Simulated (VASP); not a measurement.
Runs of VASP 6.6.1 on B. The structure is that of space group Fm-3m (No. 225), or close to it. The cells are those of the table. 

| task | cell | k mesh | cutoff (eV) | gap on the mesh (eV) | pressure (GPa) |
| --- | --- | --- | --- | --- | --- |
| single point | a = 2.020 Å, angles 60.0°, 1 atom | 10 × 10 × 10 | 520 | none | 0.0 |
| single point | a = 2.247 Å, angles 60.0°, 1 atom | 10 × 10 × 10 | 520 | none | (a) |
| relaxation of cell and atoms | relaxed from a = 2.247 Å, angles 60.0°, 1 atom | 10 × 10 × 10 | 600 | none | 0.7 |
| relaxation of cell and atoms | relaxed from a = 2.020 Å, angles 60.0°, 1 atom | 24 × 24 × 24 | 600 | none | -0.1 |
| single point | a = 2.019 Å, angles 60.0°, 1 atom | 24 × 24 × 24 | 520 | none | 0.4 |

Alike in all rows: level PBEsol; potentials or basis VASP PAW PBE potentials, release 64 (B); no spin polarisation; smearing gaussian 0.1 eV.

Problem. Estimate the missing entries.

Solution. (a) -49.5.

Caveats: some runs use coarse meshes; the PAW data sets were made with another functional, which shifts forces and pressure a little; the relaxation stopped at its first step, so nothing moved (some runs).

A gap of «none» marks levels without a gap at the run's occupations.
